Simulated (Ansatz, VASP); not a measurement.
Zr3S2 in VASP and in Ansatz

```xyz
5
Lattice="3.0078 1.7366 3.5206 -3.0078 1.7366 3.5206 0.0000 -3.4731 3.5206" Properties=species:S:1:pos:R:3 pbc="T T T"
Zr   -2.0342    0.0000    5.2808
Zr    1.0171   -1.7617    5.2808
Zr    1.0171    1.7617    5.2808
S     0.0000    0.0000    3.5378
S     0.0000    0.0000    7.0239
```

Change from the starting cell: strain +0.050 along x and y, +0.025 along z, atoms carried along.

Alike in both runs: task single point; functional PBEsol; k mesh 12 × 12 × 12; occupations gaussian, width 0.15 eV; no spin polarisation.

|  | VASP | Ansatz |
| --- | --- | --- |
| version | VASP 6.6.1 | Ansatz 0.2.0 |
| potentials or method | VASP PAW PBE potentials, release 64 (Zr_sv, S), cutoff 520 eV | scalar-relativistic, plane waves, PAW |
| valence electrons in the cell | 48 | 48 |

Ansatz gave:

* gap on the k mesh at the Fermi level (eV): none
* pressure (GPa): -12.3
* traceless stress, the component that is largest in VASP (GPa): 0.75
* rms of the force components (eV/Å): 0.136

Which values does VASP return?

gap on the k mesh at the Fermi level (eV): none; pressure (GPa): -12.2; traceless stress, the component that is largest in VASP (GPa): 0.80; rms of the force components (eV/Å): 0.133.

VASP's potentials were made for PBE, not for PBEsol. Atom by atom the forces differ by 0.003 eV/Å (rms over components). A gap of «none» marks a metal or a gap that the smearing closes. The functional is the same, so the differences come from potentials, cutoffs and numerics.
